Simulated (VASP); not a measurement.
Input of a VASP 6.6.1 run:

Contents of INCAR:

```
SYSTEM = Se
ALGO = Normal
EDIFF = 1E-7
ENCUT = 520
GGA = PE
ISIF = 2
ISMEAR = -1
LASPH = .TRUE.
LCHARG = .FALSE.
LREAL = .FALSE.
LWAVE = .FALSE.
NBANDS = 13
NELM = 100
PREC = Accurate
SIGMA = 0.1
```

The input KPOINTS:

```
k-points
0
G
  11 11 11
  0 0 0
```

The input POSCAR:

```
Se
1.0
    0.0000000000      2.3325060983      2.3325060983
    2.3325060983      0.0000000000      2.3325060983
    2.3325060983      2.3325060983      0.0000000000
Se
2
Direct
   -0.1250000000     -0.1250000000     -0.1250000000
    0.1250000000      0.1250000000      0.1250000000
```

Potentials or basis: VASP PAW PBE potentials, release 64 (Se).

Launch:

```console
$ cat potpaw_PBE.64/Se/POTCAR > POTCAR
$ mpirun -np 1 vasp_std > vasp.out
```

**Question.** What does it give for the pressure?

**Answer.** 216.1 GPa.

**Question.** Predict the band gap on the k mesh.

**Answer.** Zero (band 6 reaches 15.47 eV, above the bottom of band 7 at 10.72 eV).
